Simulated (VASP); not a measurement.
# SnO2 (Pbcn) in VASP: further runs

The runs below take SnO2 through single point, with PBE.

Program: VASP 6.6.1. These are calculated values, not measurements. Logs are shortened: lines on timing, memory, paths and dates and some standing lists are left out, and cuts for length are marked.

## 1. The cell of the first run

Symmetry: Pbcn, No. 60, orthorhombic system. Conventional cell: a = 4.530 Å, b = 5.732 Å, c = 5.017 Å, α = 90.00°, β = 90.00°, γ = 90.00°. Within 2.6 Å of Sn (site symmetry 2) lie 6 O at 1.98 to 2.06 Å. Within 2.6 Å of O (site symmetry 1) lie 3 Sn at 1.98 to 2.06 Å and 1 O at 2.54 Å.

## 2. Single point, PBE (10.85 Å³/atom)

INCAR

```
SYSTEM = SnO2
ALGO = Normal
EDIFF = 1E-7
ENCUT = 520
GGA = PE
ISIF = 2
ISMEAR = 0
LASPH = .True.
LCHARG = .False.
LREAL = .False.
LWAVE = .False.
NBANDS = 64
NELM = 60
PREC = Accurate
SIGMA = 0.05
```

KPOINTS

```
k-points
0
Gamma
  6 6 6
  0 0 0
```

POSCAR

```
SnO2
1.0
    4.5295877549      0.0000000000      0.0000000000
    0.0000000000      5.7318539813      0.0000000000
    0.0000000000      0.0000000000      5.0166900220
Sn O
4 8
Direct
    0.5000000000      0.6651654903      0.7500000000
    0.0000000000      0.8348345097      0.2500000000
    0.5000000000      0.3348345097      0.2500000000
    0.0000000000      0.1651654903      0.7500000000
    0.7301204269      0.6070551965      0.0781681516
    0.2301204269      0.8929448035      0.9218318484
    0.7698795731      0.8929448035      0.5781681516
    0.2698795731      0.6070551965      0.4218318484
    0.7301204269      0.3929448035      0.5781681516
    0.2301204269      0.1070551965      0.4218318484
    0.7698795731      0.1070551965      0.0781681516
    0.2698795731      0.3929448035      0.9218318484
```

Potentials or basis: VASP PAW PBE potentials, release 64 (Sn_d, O).

Run with:

```sh
$ cat potpaw_PBE.64/Sn_d/POTCAR potpaw_PBE.64/O/POTCAR > POTCAR
$ mpirun -np 1 vasp_std > vasp.out
```

OUTCAR:

```text
SYSTEM = SnO2
   EDIFF = 1E-7
   ENCUT = 520
   GGA = PE
   ISIF = 2
   ISMEAR = 0
   LASPH = .True.
   LREAL = .False.
   NELM = 60
   PREC = Accurate

 ion  position               nearest neighbor table
   1  0.500  0.665  0.750-   5 1.98   8 1.98   7 1.99   6 1.99   9 2.06  12 2.06   3 3.14   3 3.14
                             2 3.52   2 3.52   2 3.52   2 3.52   4 3.65   4 3.65   4 3.65   4 3.65
   2  0.000  0.835  0.250-   6 1.98   7 1.98   5 1.99   8 1.99  10 2.06  11 2.06   4 3.14   4 3.14
                             1 3.52   1 3.52   1 3.52   1 3.52   3 3.65   3 3.65   3 3.65   3 3.65
   3  0.500  0.335  0.250-   9 1.98  12 1.98  11 1.99  10 1.99   5 2.06   8 2.06   1 3.14   1 3.14
                             4 3.52   4 3.52   4 3.52   4 3.52   2 3.65   2 3.65   2 3.65   2 3.65
   4  0.000  0.165  0.750-  10 1.98  11 1.98   9 1.99  12 1.99   6 2.06   7 2.06   2 3.14   2 3.14
                             3 3.52   3 3.52   3 3.52   3 3.52   1 3.65   1 3.65   1 3.65   1 3.65
   5  0.730  0.607  0.078-   1 1.98   2 1.99   3 2.06
   6  0.230  0.893  0.922-   2 1.98   1 1.99   4 2.06
   7  0.770  0.893  0.578-   2 1.98   1 1.99   4 2.06
   8  0.270  0.607  0.422-   1 1.98   2 1.99   3 2.06
   9  0.730  0.393  0.578-   3 1.98   4 1.99   1 2.06
  10  0.230  0.107  0.422-   4 1.98   3 1.99   2 2.06
  11  0.770  0.107  0.078-   4 1.98   3 1.99   2 2.06
  12  0.270  0.393  0.922-   3 1.98   4 1.99   1 2.06

  LATTYP: Found a simple orthorhombic cell.
 ALAT       =     4.5295877549
 B/A-ratio  =     1.1075378806
 C/A-ratio  =     1.2654250875

  Lattice vectors:

 A1 = (  -4.5295877549,   0.0000000000,   0.0000000000)
 A2 = (   0.0000000000,   0.0000000000,   5.0166900220)
 A3 = (   0.0000000000,   5.7318539813,   0.0000000000)

Analysis of symmetry for initial positions (statically):
=====================================================================
 Subroutine PRICEL returns:
 Original cell was already a primitive cell.

 Routine SETGRP: Setting up the symmetry group for a
 simple orthorhombic supercell.

 Subroutine GETGRP returns: Found  8 space group operations
 (whereof  2 operations were pure point group operations)
 out of a pool of  8 trial point group operations.

The static configuration has the point symmetry S_2 .
 The point group associated with its full space group is D_2h.

Analysis of symmetry for dynamics (positions and initial velocities):
=====================================================================
 Subroutine PRICEL returns:
 Original cell was already a primitive cell.

 Routine SETGRP: Setting up the symmetry group for a
 simple orthorhombic supercell.

 Subroutine GETGRP returns: Found  8 space group operations
 (whereof  2 operations were pure point group operations)
 out of a pool of  8 trial point group operations.

The dynamic configuration has the point symmetry S_2 .
 The point group associated with its full space group is D_2h.

 Subroutine INISYM returns: Found  8 space group operations
 (whereof  2 operations are pure point group operations),
 and found     1 'primitive' translations

----------------------------------------------------------------------------------------

                                     Primitive cell

  volume of cell :     130.2480

  direct lattice vectors                    reciprocal lattice vectors
     4.529587755  0.000000000  0.000000000     0.220770643  0.000000000  0.000000000
     0.000000000  5.731853981  0.000000000     0.000000000  0.174463621  0.000000000
     0.000000000  0.000000000  5.016690022     0.000000000  0.000000000  0.199334620

  length of vectors
     4.529587755  5.731853981  5.016690022     0.220770643  0.174463621  0.199334620

  position of ions in fractional coordinates (direct lattice)
     0.500000000  0.665165490  0.750000000
     0.000000000  0.834834510  0.250000000
     0.500000000  0.334834510  0.250000000
     0.000000000  0.165165490  0.750000000
     0.730120427  0.607055196  0.078168152
     0.230120427  0.892944804  0.921831848
[... 52 lines left out ...]
   EFERMI_NEDOS =   21; number of points for ismear=-14 and -15
   IALGO  =     38    algorithm
   IMIX   =      4    mixing-type and parameters
     AMIX     =   0.40;   BMIX     =  1.00
     AMIX_MAG =   1.60;   BMIX_MAG =  1.00
  volume/ion in A,a.u.               =      10.85        73.25
  Fermi-wavevector in a.u.,A,eV,Ry     =   1.518783  2.870083 31.384563  2.306700
  Thomas-Fermi vector in A             =   2.627857
   LORBIT       =      0    0 simple, 1 ext, 2 COOP (PROOUT), +10 PAW based schemes
   GGA     = PE    functional components
   LHFCALC =     F    Hartree Fock is set to
   AEXX    =    0.0000 exact exchange contribution
   IVDW    =     0    specifies the selected vdW correction
   LEPSILON=     F    determine dielectric tensor
   LRPA    =     F    only Hartree local field effects (RPA)
 non-spin polarized calculation
 Gauss-broadening in eV      SIGMA  =   0.05
  energy-cutoff  :      520.00
  volume of cell :      130.25
 maximum number of plane-waves:      3533
 NGX is ok and might be reduce to    36
   NGX = 17   NGY = 21   NGZ = 19

 number of electron     104.0000028 magnetization

 Free energy of the ion-electron system (eV)
  ---------------------------------------------------
  ext. energy  EPLUGINS =         0.00000000
  ---------------------------------------------------
  free energy    TOTEN  =       -72.60588541 eV

  energy without entropy =      -72.60588541  energy(sigma->0) =      -72.60588541

 E-fermi :   7.2138     XC(G=0): -11.8036

 val. band max:        6.9407198888   @ k =   0.1667   0.5000   0.3333
 cond. band min:       9.4462094428   @ k =   0.0000   0.0000   0.0000
 fundamental gap:      2.5054895540
 Fermi energy:         7.2138122013

 k-point     1 :       0.0000    0.0000    0.0000
  band No.  band energies     occupation
      1     -13.8605      2.00000
      2     -13.6070      2.00000
      3     -13.4857      2.00000
      4     -13.2796      2.00000
      5     -13.0466      2.00000
      6     -12.7291      2.00000
[... 1597 lines left out ...]
     63      18.6951      0.00000
     64      18.6952      0.00000

 [... further k-points ...]

------------------------ aborting loop because EDIFF is reached ----------------------------------------

  FORCE on cell =-STRESS in cart. coord.  units (eV):
  Direction    XX          YY          ZZ          XY          YZ          ZX
  --------------------------------------------------------------------------------------
  -------------------------------------------------------------------------------------
  Total       26.9880162     21.7692114     32.5526600      0.0000000      0.0000000      0.0000000
  in kB      331.9788998    267.7825148    400.4294409      0.0000000      0.0000000      0.0000000
  external PRESSURE =     333.3969518 kB  Pullay stress =       0.0000000 kB

 VOLUME and BASIS-vectors are now :
 -----------------------------------------------------------------------------
  energy-cutoff  :      520.00
  volume of cell :      130.25
      direct lattice vectors                 reciprocal lattice vectors
     4.529587755  0.000000000  0.000000000     0.220770643  0.000000000  0.000000000
     0.000000000  5.731853981  0.000000000     0.000000000  0.174463621  0.000000000
     0.000000000  0.000000000  5.016690022     0.000000000  0.000000000  0.199334620

 POSITION                                       TOTAL-FORCE (eV/Angst)
 -----------------------------------------------------------------------------------
      2.26479      3.81263      3.76252         0.000000      0.384208      0.000000
      0.00000      4.78515      1.25417         0.000000     -0.384208      0.000000
      2.26479      1.91922      1.25417         0.000000     -0.384208      0.000000
      0.00000      0.94670      3.76252         0.000000      0.384208      0.000000
      3.30714      3.47955      0.39215         0.659821     -0.186913      0.335865
      1.04235      5.11823      4.62454         0.659821      0.186913     -0.335865
      3.48724      5.11823      2.90049        -0.659821      0.186913      0.335865
      1.22244      3.47955      2.11620        -0.659821     -0.186913     -0.335865
      3.30714      2.25230      2.90049         0.659821      0.186913      0.335865
      1.04235      0.61362      2.11620         0.659821     -0.186913     -0.335865
      3.48724      0.61362      0.39215        -0.659821     -0.186913      0.335865
      1.22244      2.25230      4.62454        -0.659821      0.186913     -0.335865
 -----------------------------------------------------------------------------------
    total drift:                                0.000000      0.000000     -0.000000

  FREE ENERGIE OF THE ION-ELECTRON SYSTEM (eV)
  ---------------------------------------------------
  free  energy   TOTEN  =       -72.6058854143 eV

  energy  without entropy=      -72.6058854143  energy(sigma->0) =      -72.60588541
```

Run time: 9 min. Hardware: 1 thread of Intel Xeon Platinum 8259CL at 2.50GHz (Skylake/Cascade Lake), shared host; peak memory 0.49 GiB.

What came out:

```yaml
Free_energy: -72.6059 eV
Pressure: 33.3 GPa
Largest_force: 0.764 eV/Å
Band_gap_on_the_k_mesh: 2.51 eV (least direct gap 2.51 eV)
```

Forces in eV/Å, atoms in the order of the input:
```
Sn   0.000  0.384  0.000
Sn   0.000 -0.384  0.000
Sn   0.000 -0.384  0.000
Sn   0.000  0.384  0.000
O    0.660 -0.187  0.336
O    0.660  0.187 -0.336
O   -0.660  0.187  0.336
O   -0.660 -0.187 -0.336
O    0.660  0.187  0.336
O    0.660 -0.187 -0.336
O   -0.660 -0.187  0.336
O   -0.660  0.187 -0.336
```

Stress tensor (GPa, compression positive):
```
33.20  0.00  0.00
 0.00 26.78  0.00
 0.00  0.00 40.04
```

Levels at points of the mesh, in eV from the valence-band top:
| k point | band 49 | band 50 | band 51 | band 52 | band 53 | band 54 | band 55 | band 56 |
| --- | --- | --- | --- | --- | --- | --- | --- | --- |
| (0.00, 0.00, 0.00) | -0.47 | -0.28 | -0.03 | -0.01 | 2.51 | 7.33 | 7.37 | 7.39 |
| (0.50, 0.00, 0.00) | -0.32 | -0.32 | -0.06 | -0.06 | 5.60 | 5.60 | 6.39 | 6.39 |
| (0.00, 0.50, 0.00) | -0.88 | -0.88 | -0.03 | -0.03 | 5.16 | 5.16 | 8.04 | 8.04 |
| (0.50, 0.50, 0.00) | -0.48 | -0.48 | -0.13 | -0.13 | 6.12 | 6.12 | 7.25 | 7.25 |
| (0.00, 0.00, 0.50) | -0.25 | -0.25 | -0.14 | -0.14 | 5.58 | 5.58 | 7.29 | 7.29 |
| (0.50, 0.00, 0.50) | -0.28 | -0.28 | -0.28 | -0.28 | 6.07 | 6.07 | 6.07 | 6.07 |
| (0.00, 0.50, 0.50) | -0.27 | -0.27 | -0.27 | -0.27 | 6.70 | 6.70 | 6.70 | 6.70 |
| (0.50, 0.50, 0.50) | -0.32 | -0.32 | -0.32 | -0.32 | 6.54 | 6.54 | 6.54 | 6.54 |

Caveat: the stress differs along the axes, from 27 to 40 GPa; spin-orbit coupling is left out, which moves the levels of the heavy elements.

## 3. Single point, PBE (11.35 Å³/atom)

This run uses another cell than the first one, of 11.35 Å³/atom.

INCAR

```
SYSTEM = SnO2
ALGO = Normal
EDIFF = 1E-6
ENCUT = 520
GGA = PE
ISIF = 2
ISMEAR = 0
LASPH = .TRUE.
LCHARG = .TRUE.
LELF = .TRUE.
LREAL = .FALSE.
LVHAR = .TRUE.
LWAVE = .FALSE.
NBANDS = 64
NELM = 60
PREC = Accurate
SIGMA = 0.05
```

KPOINTS

```
k-points
0
G
  6 6 6
  0 0 0
```

Edit POSCAR of step 2 so:

```diff
@@ -2,5 +2,5 @@
 1.0
-    4.5295877549      0.0000000000      0.0000000000
-    0.0000000000      5.7318539813      0.0000000000
-    0.0000000000      0.0000000000      5.0166900220
+    4.7535277566      0.0000000000      0.0000000000
+    0.0000000000      5.4413907715      0.0000000000
+    0.0000000000      0.0000000000      5.2647120568
 Sn O
```

Potentials or basis: VASP PAW PBE potentials, release 64 (Sn_d, O).

Run with:

```sh
$ cat potpaw_PBE.64/Sn_d/POTCAR potpaw_PBE.64/O/POTCAR > POTCAR
$ mpirun -np 1 vasp_std > vasp.out
```

It took 13 min on 1 thread of Intel Xeon 8259CL, shared host; peak memory 0.49 GiB.

Results (log left out):

```
Free energy            : -73.5370 eV
Pressure               : 19.2 GPa
Largest force          : 0.383 eV/Å
Band gap on the k mesh : 1.73 eV (least direct gap 1.75 eV)
```

Forces on the atoms (eV/Å):
```
Sn   0.000  0.383  0.000
Sn   0.000 -0.383  0.000
Sn   0.000 -0.383  0.000
Sn   0.000  0.383  0.000
O    0.067 -0.087 -0.240
O    0.067  0.087  0.240
O   -0.067  0.087 -0.240
O   -0.067 -0.087  0.240
O    0.067  0.087 -0.240
O    0.067 -0.087  0.240
O   -0.067 -0.087 -0.240
O   -0.067  0.087  0.240
```

Stress tensor (GPa, compression positive):
```
16.07  0.00  0.00
 0.00 26.36  0.00
 0.00  0.00 15.19
```

Levels at points of the mesh, in eV from the valence-band top:
```tsv
k point	band 48	band 49	band 50	band 51	band 52	band 53	band 54	band 55	band 56	band 57
(0.00, 0.00, 0.00)	-0.65	-0.49	-0.42	-0.04	-0.01	1.73	6.44	6.77	6.98	7.31
(0.50, 0.00, 0.00)	-0.92	-0.31	-0.31	-0.07	-0.07	4.91	4.91	5.50	5.50	8.49
(0.00, 0.50, 0.00)	-1.16	-1.07	-1.07	-0.32	-0.32	4.43	4.43	7.37	7.37	8.92
(0.50, 0.50, 0.00)	-0.84	-0.72	-0.72	-0.43	-0.43	5.34	5.34	6.36	6.36	8.83
(0.00, 0.00, 0.50)	-0.64	-0.52	-0.52	-0.06	-0.06	4.79	4.79	6.43	6.43	7.91
(0.50, 0.00, 0.50)	-1.00	-0.24	-0.24	-0.24	-0.24	5.31	5.31	5.31	5.31	8.48
(0.00, 0.50, 0.50)	-1.28	-0.51	-0.51	-0.51	-0.51	5.89	5.89	5.89	5.89	8.93
(0.50, 0.50, 0.50)	-1.19	-0.60	-0.60	-0.60	-0.60	5.83	5.83	5.83	5.83	8.89
```

Caveat: the stress differs along the axes, from 15 to 26 GPa; spin-orbit coupling is left out, which moves the levels of the heavy elements. A k mesh can miss the band edges.

## 4. Single point, PBE (12.83 Å³/atom)

This run uses another cell than the first one, of 12.83 Å³/atom.

INCAR

```
SYSTEM = SnO2
PREC = Accurate
ENCUT = 520
EDIFF = 1E-6
ISMEAR = 0
SIGMA = 0.05
LREAL = .False.
LASPH = .True.
NELM = 60
ALGO = Normal
ISIF = 2
LWAVE = .False.
LCHARG = .False.
GGA = PE
NBANDS = 64
```

KPOINTS

```
Automatic mesh
0
Gamma
  6 6 6
  0 0 0
```

Edit POSCAR of step 3 so:

```diff
@@ -2,5 +2,5 @@
 1.0
-    4.7535277566      0.0000000000      0.0000000000
-    0.0000000000      5.4413907715      0.0000000000
-    0.0000000000      0.0000000000      5.2647120568
+    4.8859215865      0.0000000000      0.0000000000
+    0.0000000000      5.8222201459      0.0000000000
+    0.0000000000      0.0000000000      5.4113432386
 Sn O
```

Run with:

```sh
$ cat potpaw_PBE.64/Sn_d/POTCAR potpaw_PBE.64/O/POTCAR > POTCAR
$ mpirun -np 1 vasp_std > vasp.out
```

Wall time 7.9 min (1 thread of Intel Xeon Platinum 8259CL at 2.50GHz (Skylake/Cascade Lake), shared host); peak memory 0.53 GiB.

The run converged. Its results:

```
Free energy            : -74.2860 eV
Pressure               : -6.1 GPa
Largest force          : 0.143 eV/Å
Band gap on the k mesh : 0.55 eV (least direct gap 0.58 eV)
```

Forces on the atoms (eV/Å):
```
Sn   0.000 -0.069  0.000
Sn   0.000  0.069  0.000
Sn   0.000  0.069  0.000
Sn   0.000 -0.069  0.000
O   -0.136  0.010 -0.041
O   -0.136 -0.010  0.041
O    0.136 -0.010 -0.041
O    0.136  0.010  0.041
O   -0.136 -0.010 -0.041
O   -0.136  0.010  0.041
O    0.136  0.010 -0.041
O    0.136 -0.010  0.041
```

Stress tensor (GPa, compression positive):
```
-6.67  0.00  0.00
 0.00 -3.91  0.00
 0.00  0.00 -7.69
```

Levels at points of the mesh, in eV from the valence-band top:
```
           k point  band 49  band 50  band 51  band 52  band 53  band 54  band 55  band 56
(0.00, 0.00, 0.00)    -0.50    -0.16    -0.11    -0.03     0.55     5.26     5.41     6.18
(0.50, 0.00, 0.00)    -0.24    -0.24    -0.05    -0.05     3.74     3.74     4.45     4.45
(0.00, 0.50, 0.00)    -0.86    -0.86    -0.13    -0.13     3.27     3.27     6.01     6.01
(0.50, 0.50, 0.00)    -0.60    -0.60    -0.21    -0.21     4.13     4.13     5.21     5.21
(0.00, 0.00, 0.50)    -0.28    -0.28    -0.15    -0.15     3.61     3.61     5.37     5.37
(0.50, 0.00, 0.50)    -0.20    -0.20    -0.20    -0.20     4.19     4.19     4.19     4.19
(0.00, 0.50, 0.50)    -0.32    -0.32    -0.32    -0.32     4.68     4.68     4.68     4.68
(0.50, 0.50, 0.50)    -0.36    -0.36    -0.36    -0.36     4.60     4.60     4.60     4.60
```

Caveat: the cell stands under tension; semilocal functionals underestimate gaps, and a narrow one can read as zero; spin-orbit coupling is left out, which moves the levels of the heavy elements.

## 5. Single point, PBE (11.84 Å³/atom)

This run uses another cell than the first one, of 11.84 Å³/atom.

INCAR

```
PREC = Accurate
ENCUT = 520
EDIFF = 1E-6
ISMEAR = 0
SIGMA = 0.05
LREAL = F
LASPH = T
NELM = 100
ALGO = Normal
ISIF = 2
LWAVE = F
LCHARG = F
GGA = PE
NBANDS = 64
```

KPOINTS

```
regular mesh
0
Gamma
  6 6 6
```

Edit POSCAR of step 4 so:

```diff
@@ -2,5 +2,5 @@
 1.0
-    4.8859215865      0.0000000000      0.0000000000
-    0.0000000000      5.8222201459      0.0000000000
-    0.0000000000      0.0000000000      5.4113432386
+    4.7256461824      0.0000000000      0.0000000000
+    0.0000000000      5.7449814910      0.0000000000
+    0.0000000000      0.0000000000      5.2338321572
 Sn O
```

Run with:

```sh
$ cat potpaw_PBE.64/Sn_d/POTCAR potpaw_PBE.64/O/POTCAR > POTCAR
$ mpirun -np 1 vasp_std > vasp.out
```

Wall time 17 min (1 thread of Intel Xeon 8259CL, shared host); peak memory 0.53 GiB.

Results (log left out):

```yaml
Free_energy: -74.2270 eV
Pressure: 8.9 GPa
Largest_force: 0.144 eV/Å
Band_gap_on_the_k_mesh: 1.43 eV (least direct gap 1.44 eV)
```

Forces on the atoms (eV/Å):
```
Sn   0.000  0.134  0.000
Sn   0.000 -0.134  0.000
Sn   0.000 -0.134  0.000
Sn   0.000  0.134  0.000
O    0.134 -0.047  0.023
O    0.134  0.047 -0.023
O   -0.134  0.047  0.023
O   -0.134 -0.047 -0.023
O    0.134  0.047  0.023
O    0.134 -0.047 -0.023
O   -0.134 -0.047  0.023
O   -0.134  0.047 -0.023
```

Stress tensor (GPa, compression positive):
```
8.53 0.00 0.00
0.00 8.63 0.00
0.00 0.00 9.68
```

Levels at points of the mesh, in eV from the valence-band top:
| k point | band 50 | band 51 | band 52 | band 53 | band 54 | band 55 |
| --- | --- | --- | --- | --- | --- | --- |
| (0.00, 0.00, 0.00) | -0.15 | -0.12 | -0.01 | 1.43 | 6.23 | 6.33 |
| (0.50, 0.00, 0.00) | -0.27 | -0.05 | -0.05 | 4.60 | 4.60 | 5.34 |
| (0.00, 0.50, 0.00) | -0.88 | -0.09 | -0.09 | 4.14 | 4.14 | 6.97 |
| (0.50, 0.50, 0.00) | -0.56 | -0.18 | -0.18 | 5.04 | 5.04 | 6.15 |
| (0.00, 0.00, 0.50) | -0.23 | -0.17 | -0.17 | 4.51 | 4.51 | 6.26 |
| (0.50, 0.00, 0.50) | -0.23 | -0.23 | -0.23 | 5.05 | 5.05 | 5.05 |
| (0.00, 0.50, 0.50) | -0.30 | -0.30 | -0.30 | 5.60 | 5.60 | 5.60 |
| (0.50, 0.50, 0.50) | -0.35 | -0.35 | -0.35 | 5.49 | 5.49 | 5.49 |

Caveat: the cell stands under pressure; spin-orbit coupling is left out, which moves the levels of the heavy elements. A k mesh can miss the band edges.

## 6. Overview

```tsv
cell	gap on the mesh (eV)	pressure (GPa)	largest force (eV/Å)
a = 4.530, b = 5.732, c = 5.017 Å, 12 atoms	2.51	33.3	0.76
a = 4.754, b = 5.441, c = 5.265 Å, 12 atoms	1.73	19.2	0.38
a = 4.886, b = 5.822, c = 5.411 Å, 12 atoms	0.55	-6.1	0.14
a = 4.726, b = 5.745, c = 5.234 Å, 12 atoms	1.43	8.9	0.14
```

Alike in all rows: task single point; level PBE; potentials or basis VASP PAW PBE potentials, release 64 (Sn_d, O); no spin polarisation; k mesh 6 × 6 × 6; cutoff (eV) 520; smearing gaussian 0.05 eV.

Caveats: spin-orbit coupling is left out, which moves the levels of the heavy elements; the stress differs along the axes, from 27 to 40 GPa (at least some runs); the stress differs along the axes, from 15 to 26 GPa (at least some runs); the cell stands under tension (at least some runs); semilocal functionals underestimate gaps, and a narrow one can read as zero (at least some runs); the cell stands under pressure (at least some runs).

Total energies depend on the potentials used, so only differences within one code and one set of settings carry meaning.
